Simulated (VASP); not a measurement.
Here is a VASP 6.6.1 calculation.

INCAR

```
ALGO = Normal
EDIFF = 1E-6
ENCUT = 500
GGA = PE
GGA_COMPAT = F
ISIF = 2
ISMEAR = -1
LASPH = T
LCHARG = F
LNONCOLLINEAR = T
LORBIT = 11
LORBMOM = T
LREAL = F
LSORBIT = T
LWAVE = F
MAGMOM = 0 0 0
NBANDS = 31
NELM = 200
PREC = Accurate
SIGMA = 0.15
```

KPOINTS

```
k-points
0
Gamma
  4 4 4
```

POSCAR

```
Hg
1.0
    0.0000000000      2.5198000000      2.5198000000
    2.5198000000      0.0000000000      2.5198000000
    2.5198000000      2.5198000000      0.0000000000
Hg
1
Direct
    0.0000000000      0.0000000000      0.0000000000
```

Potentials or basis: VASP PAW PBE potentials, release 64 (Hg_sv_GW).

The run is started by

```bash
$ cat potpaw_PBE.64/Hg_sv_GW/POTCAR > POTCAR
$ mpirun -np 1 vasp_ncl > vasp.out
```

(1) Predict the net moment.

(2) Predict the pressure.

## Answers

(1) 0.00 μB per cell.

(2) -3.7 GPa.

Caveat: the k points lie up to 0.54 Å⁻¹ apart.
